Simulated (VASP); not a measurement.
# Co2Si (P6_3/mmc) in VASP: relaxation of cell and atoms with PBE

Aim: the relaxation of cell and atoms of Co2Si with PBE.

Everything below comes from runs of VASP 6.6.1. Logs are shortened: lines on timing, memory, paths and dates and some standing lists are left out, and cuts for length are marked.

## Step 1: The cell of the first run

It takes space group P6_3/mmc (No. 194, hexagonal). Conventional cell: a = 3.887 Å, b = 3.887 Å, c = 4.896 Å, α = 90.00°, β = 90.00°, γ = 120.00°. Co (site symmetry -3m) has 8 Co at 2.45 to 2.56 Å and 6 Si at 2.56 Å within 3.2 Å. Within 3.0 Å of Co (site symmetry -6m2) lie 5 Si at 2.24 to 2.45 Å and 6 Co at 2.56 Å. Within 3.0 Å of Si (site symmetry -6m2) lie 11 Co at 2.24 to 2.56 Å.

## Step 2: Relaxation of cell and atoms, PBE

Input file INCAR:

```
ALGO     = Fast           # electronic algorithm
EDIFF    = 1E-6           # SCF threshold, eV
EDIFFG   = -0.01          # ionic threshold
ENCUT    = 600            # plane-wave cutoff, eV
GGA      = PE             # functional
IBRION   = 2              # ionic algorithm
ISIF     = 3              # what is computed and relaxed
ISMEAR   = 0              # smearing method
LASPH    = T              # aspherical terms in the spheres
LCHARG   = F              # write CHGCAR
LREAL    = F              # projectors in reciprocal space
LWAVE    = F              # write WAVECAR
NELM     = 80             # most SCF steps
NSW      = 100            # ionic steps
PREC     = Accurate       # precision mode
SIGMA    = 0.1            # smearing width, eV
```

Input file KPOINTS:

```
k-points
0
Gamma
  12 12 6
```

Input file POSCAR:

```
Co2Si
1.0
    3.8874683443      0.0000000000      0.0000000000
   -1.9437341721      3.3666463426      0.0000000000
    0.0000000000      0.0000000000      4.8961548068
Co Si
4 2
Direct
    0.0000000000      0.0000000000      0.5000000000
    0.0000000000      0.0000000000      0.0000000000
    0.3333333333      0.6666666667      0.7500000000
    0.6666666667      0.3333333333      0.2500000000
    0.6666666667      0.3333333333      0.7500000000
    0.3333333333      0.6666666667      0.2500000000
```

Potentials or basis: VASP PAW PBE potentials, release 64 (Co, Si).

On the command line:

```console
$ cat potpaw_PBE.64/Co/POTCAR potpaw_PBE.64/Si/POTCAR > POTCAR
$ mpirun -np 1 vasp_std > vasp.out
```

OUTCAR:

```text
EDIFF = 1E-6
   EDIFFG = -0.01
   ENCUT = 600
   GGA = PE
   IBRION = 2
   ISIF = 3
   ISMEAR = 0
   LASPH = T
   LREAL = F
   NELM = 80
   NSW = 100
   PREC = Accurate

 ion  position               nearest neighbor table
   1  0.000  0.000  0.500-   2 2.45   2 2.45   4 2.56   5 2.56   6 2.56   3 2.56   3 2.56   6 2.56
                             4 2.56   5 2.56   4 2.56   5 2.56   3 2.56   6 2.56
   2  0.000  0.000  0.000-   1 2.45   1 2.45   4 2.56   5 2.56   6 2.56   3 2.56   3 2.56   6 2.56
                             4 2.56   5 2.56   4 2.56   5 2.56   3 2.56   6 2.56
   3  0.333  0.667  0.750-   5 2.24   5 2.24   5 2.24   6 2.45   6 2.45   1 2.56   2 2.56   2 2.56
                             1 2.56   2 2.56   1 2.56
   4  0.667  0.333  0.250-   6 2.24   6 2.24   6 2.24   5 2.45   5 2.45   1 2.56   2 2.56   1 2.56
                             2 2.56   1 2.56   2 2.56
   5  0.667  0.333  0.750-   3 2.24   3 2.24   3 2.24   4 2.45   4 2.45   1 2.56   2 2.56   1 2.56
                             2 2.56   1 2.56   2 2.56
   6  0.333  0.667  0.250-   4 2.24   4 2.24   4 2.24   3 2.45   3 2.45   1 2.56   2 2.56   2 2.56
                             1 2.56   2 2.56   1 2.56

  LATTYP: Found a hexagonal cell.
 ALAT       =     3.8874683443
 C/A-ratio  =     1.2594712994

  Lattice vectors:

 A1 = (   3.8874683443,   0.0000000000,   0.0000000000)
 A2 = (  -1.9437341721,   3.3666463426,   0.0000000000)
 A3 = (   0.0000000000,   0.0000000000,   4.8961548068)

Analysis of symmetry for initial positions (statically):
=====================================================================
 Subroutine PRICEL returns:
 Original cell was already a primitive cell.

 Routine SETGRP: Setting up the symmetry group for a
 hexagonal supercell.

 Subroutine GETGRP returns: Found 24 space group operations
 (whereof 12 operations were pure point group operations)
 out of a pool of 24 trial point group operations.

The static configuration has the point symmetry D_3d.
 The point group associated with its full space group is D_6h.

Analysis of symmetry for dynamics (positions and initial velocities):
=====================================================================
 Subroutine PRICEL returns:
 Original cell was already a primitive cell.

 Routine SETGRP: Setting up the symmetry group for a
 hexagonal supercell.

 Subroutine GETGRP returns: Found 24 space group operations
 (whereof 12 operations were pure point group operations)
 out of a pool of 24 trial point group operations.

The dynamic configuration has the point symmetry D_3d.
 The point group associated with its full space group is D_6h.

 Subroutine INISYM returns: Found 24 space group operations
 (whereof 12 operations are pure point group operations),
 and found     1 'primitive' translations

----------------------------------------------------------------------------------------

                                     Primitive cell

  volume of cell :      64.0796

  direct lattice vectors                    reciprocal lattice vectors
     3.887468344  0.000000000  0.000000000     0.257236821  0.148515748  0.000000000
    -1.943734172  3.366646343  0.000000000     0.000000000  0.297031496  0.000000000
     0.000000000  0.000000000  4.896154807     0.000000000  0.000000000  0.204241908

  length of vectors
     3.887468344  3.887468344  4.896154807     0.297031496  0.297031496  0.204241908

  position of ions in fractional coordinates (direct lattice)
     0.000000000  0.000000000  0.500000000
     0.000000000  0.000000000  0.000000000
     0.333333333  0.666666667  0.750000000
     0.666666667  0.333333333  0.250000000
     0.666666667  0.333333333  0.750000000
     0.333333333  0.666666667  0.250000000

  ion indices of the primitive-cell ions
   primitive index   ion index
                 1           1
                 2           2
                 3           3
                 4           4
                 5           5
                 6           6

----------------------------------------------------------------------------------------

 KPOINTS: k-points

Automatic generation of k-mesh.
 Grid dimensions read from file:
 generate k-points for:   12   12    6

 Generating k-lattice:

  Cartesian coordinates                     Fractional coordinates (reciprocal lattice)
     0.021436402  0.012376312  0.000000000     0.083333333  0.000000000  0.000000000
     0.000000000  0.024752625  0.000000000     0.000000000  0.083333333  0.000000000
     0.000000000  0.000000000  0.034040318     0.000000000  0.000000000  0.166666667

  Length of vectors
     0.024752625  0.024752625  0.034040318

  Shift w.r.t. Gamma in fractional coordinates (k-lattice)
     0.000000000  0.000000000  0.000000000

 Subroutine IBZKPT returns following result:
 ===========================================

 Found     76 irreducible k-points:

 Following reciprocal coordinates:
            Coordinates               Weight
  0.000000  0.000000  0.000000      1.000000
  0.083333  0.000000  0.000000      6.000000
  0.166667 -0.000000  0.000000      6.000000
  0.250000  0.000000  0.000000      6.000000
  0.333333  0.000000  0.000000      6.000000
  0.416667  0.000000  0.000000      6.000000
[... 16 lines left out ...]
  0.250000  0.000000  0.166667     12.000000
  0.333333  0.000000  0.166667     12.000000
 [... further k-points ...]
   k-points           NKPTS =     76   k-points in BZ     NKDIM =     76   number of bands    NBANDS=     26
   number of dos      NEDOS =    301   number of ions     NIONS =      6
   total plane-waves  NPLWV =  40960
   dimension x,y,z NGX =    32 NGY =   32 NGZ =   40
   dimension x,y,z NGXF=    64 NGYF=   64 NGZF=   80
   ions per type =               4   2
   NGX,Y,Z   is equivalent  to a cutoff of  13.68, 13.68, 13.58 a.u.
   NGXF,Y,Z  is equivalent  to a cutoff of  27.37, 27.37, 27.16 a.u.
 SYSTEM =  unknown system
   PREC   = accura    normal or accurate (medium, high low for compatibility)
   ISTART =      0    job   : 0-new  1-cont  2-samecut
   ICHARG =      2    charge: 1-file 2-atom 10-const
   ISPIN  =      1    spin polarized calculation?
   LNONCOLLINEAR =      F non collinear calculations
   LSORBIT =      F    spin-orbit coupling
   LASPH  =      T    aspherical Exc in radial PAW
   ENCUT  =  600.0 eV  44.10 Ry    6.64 a.u.   7.76  7.76  9.78*2*pi/ulx,y,z
   NELM   =     80;   NELMIN=  2; NELMDL= -5     # of ELM steps
   EDIFF  = 0.1E-05   stopping-criterion for ELM
   LREAL  =      F    real-space projection
   EDIFFG = -.1E-01   stopping-criterion for IOM
   NSW    =    100    number of steps for IOM
   IBRION =      2    ionic relax: 0-MD 1-quasi-New 2-CG
   NFREE  =      1    steps in history (QN), initial steepest desc. (CG)
   ISIF   =      3    stress and relaxation
   ISYM   =      2    0-nonsym 1-usesym 2-fastsym
   POTIM  = 0.5000    time-step for ionic-motion
   TEBEG  =    0.0;   TEEND  =   0.0 temperature during run
   PSTRESS=    0.0 pullay stress
   NELECT =      44.0000    total number of electrons
   NUPDOWN=      -1.0000    fix difference up-down
   EMIN   =  10.00;   EMAX   =-10.00  energy-range for DOS
   EFERMI =   0.00;   METHOD = LEGACY
   ISMEAR =     0;   SIGMA  =   0.10  broadening in eV -4-tet -1-fermi 0-gaus
   EFERMI_NEDOS =   21; number of points for ismear=-14 and -15
   IALGO  =     68    algorithm
   IMIX   =      4    mixing-type and parameters
     AMIX     =   0.40;   BMIX     =  1.00
     AMIX_MAG =   1.60;   BMIX_MAG =  1.00
  volume/ion in A,a.u.               =      10.68        72.07
  Fermi-wavevector in a.u.,A,eV,Ry     =   1.444284  2.729301 28.381152  2.085956
  Thomas-Fermi vector in A             =   2.562596
   LORBIT       =      0    0 simple, 1 ext, 2 COOP (PROOUT), +10 PAW based schemes
   GGA     = PE    functional components
   LHFCALC =     F    Hartree Fock is set to
   AEXX    =    0.0000 exact exchange contribution
   IVDW    =     0    specifies the selected vdW correction
   LEPSILON=     F    determine dielectric tensor
   LRPA    =     F    only Hartree local field effects (RPA)
 conjugate gradient relaxation of ions
 non-spin polarized calculation
 RMM-DIIS sequential band-by-band and
 Gauss-broadening in eV      SIGMA  =   0.10
  energy-cutoff  :      600.00
  volume of cell :       64.08
 maximum number of plane-waves:      2173
 NGX is ok and might be reduce to    32
   NGX = 15   NGY = 15   NGZ = 19

--------------------------------------- Ionic step        1  -------------------------------------------

 number of electron      44.0000006 magnetization

 Free energy of the ion-electron system (eV)
  ---------------------------------------------------
  ext. energy  EPLUGINS =         0.00000000
  ---------------------------------------------------
  free energy    TOTEN  =       -41.28489501 eV

  energy without entropy =      -41.25717669  energy(sigma->0) =      -41.27103585

------------------------ aborting loop because EDIFF is reached ----------------------------------------

  FORCE on cell =-STRESS in cart. coord.  units (eV):
  Direction    XX          YY          ZZ          XY          YZ          ZX
  --------------------------------------------------------------------------------------
  -------------------------------------------------------------------------------------
  Total       -0.1335844     -0.1335844     -0.3034631     -0.0000000     -0.0000000      0.0000000
  in kB       -3.3400028     -3.3400028     -7.5874708     -0.0000000     -0.0000000      0.0000000
  external PRESSURE =      -4.7558255 kB  Pullay stress =       0.0000000 kB
[... 105 lines left out ...]
  energy  without entropy=      -41.2573754878  energy(sigma->0) =      -41.27118769

--------------------------------------- Ionic step        4  -------------------------------------------

 number of electron      44.0000008 magnetization

 Free energy of the ion-electron system (eV)
  ---------------------------------------------------
  ext. energy  EPLUGINS =         0.00000000
  ---------------------------------------------------
  free energy    TOTEN  =       -41.28503949 eV

  energy without entropy =      -41.25748684  energy(sigma->0) =      -41.27126316

 E-fermi :  11.5351     XC(G=0): -13.1479

 val. band max:       11.5328192022   @ k =   0.3333   0.0000   0.0000
 cond. band min:      11.5363438435   @ k =   0.0833   0.0000   0.3333
 fundamental gap:      0.0035246412
 Fermi energy:        11.5350931950

 k-point     1 :       0.0000    0.0000    0.0000
  band No.  band energies     occupation
      1      -0.7007      2.00000
      2       3.7605      2.00000
      3       5.5143      2.00000
      4       6.8215      2.00000
      5       6.8215      2.00000
      6       8.0746      2.00000
[... 685 lines left out ...]
     25      12.2458      0.00000
     26      14.0366      0.00000

 [... further k-points ...]
[... 5 lines left out ...]
  --------------------------------------------------------------------------------------
  -------------------------------------------------------------------------------------
  Total       -0.0044237     -0.0044237      0.0158615     -0.0000000      0.0000000      0.0000000
  in kB       -0.1107552     -0.1107552      0.3971229     -0.0000000      0.0000000      0.0000000
  external PRESSURE =       0.0585375 kB  Pullay stress =       0.0000000 kB
[... 21 lines left out ...]
  FREE ENERGIE OF THE ION-ELECTRON SYSTEM (eV)
  ---------------------------------------------------
  free  energy   TOTEN  =       -41.2850394857 eV

  energy  without entropy=      -41.2574868364  energy(sigma->0) =      -41.27126316

 reached required accuracy - stopping structural energy minimisation
```

Run time: 5.8 min. Hardware: 1 thread of AMD EPYC 9R45 (Zen 5), shared host; peak memory 0.26 GiB.

What came out:

| Item | Value |
| --- | --- |
| Free energy | -41.2850 eV |
| Relaxed volume | 10.67 Å³/atom |
| Relaxed cell | a = 3.888 Å, b = 3.888 Å, c = 4.889 Å, α = 90.00°, β = 90.00°, γ = 120.00° |
| Space group after relaxing (to 0.05 Å) | P6_3/mmc (No. 194) |
| Energy gained by relaxing | 0.0 meV/atom |
| Ionic steps | 4 |
| Pressure after relaxing | 0.0 GPa |
| Band gap on the k mesh | zero (band 22 reaches 11.88 eV, above the bottom of band 23 at 11.10 eV) |

Step by step:
```
step  energy change (eV)  largest force (eV/Å)  pressure (GPa)  volume (Å³)
   1              0.0000                0.0000           -0.48        64.08
   2              0.0004                0.0000            0.74        63.79
   3             -0.0001                0.0000            0.08        63.99
   4             -0.0001                0.0000            0.01        63.99
```

Final structure:
```cif
data_structure
_symmetry_space_group_name_H-M 'P 1'
_symmetry_Int_Tables_number 1
_cell_length_a 3.8877
_cell_length_b 3.8877
_cell_length_c 4.8890
_cell_angle_alpha 90.000
_cell_angle_beta 90.000
_cell_angle_gamma 120.000
_cell_volume 63.99
loop_
_atom_site_label
_atom_site_type_symbol
_atom_site_fract_x
_atom_site_fract_y
_atom_site_fract_z
_atom_site_occupancy
Co1 Co 0.00000 0.00000 0.50000 1
Co2 Co 0.00000 0.00000 0.00000 1
Co3 Co 0.33333 0.66667 0.75000 1
Co4 Co 0.66667 0.33333 0.25000 1
Si1 Si 0.66667 0.33333 0.75000 1
Si2 Si 0.33333 0.66667 0.25000 1
```

Levels at points of the mesh, in eV from the Fermi level:
| k point | band 20 | band 21 | band 22 | band 23 | band 24 | band 25 |
| --- | --- | --- | --- | --- | --- | --- |
| (0.00, 0.00, 0.00) | -0.32 | 0.35 | 0.35 | 1.05 | 3.50 | 3.65 |
| (0.50, 0.00, 0.00) | -0.56 | -0.55 | -0.28 | -0.11 | 0.27 | 0.36 |
| (0.00, 0.00, 0.50) | -0.33 | -0.33 | -0.33 | 2.94 | 2.94 | 4.19 |
| (0.50, 0.00, 0.50) | -0.87 | -0.37 | -0.37 | 0.03 | 0.03 | 1.93 |
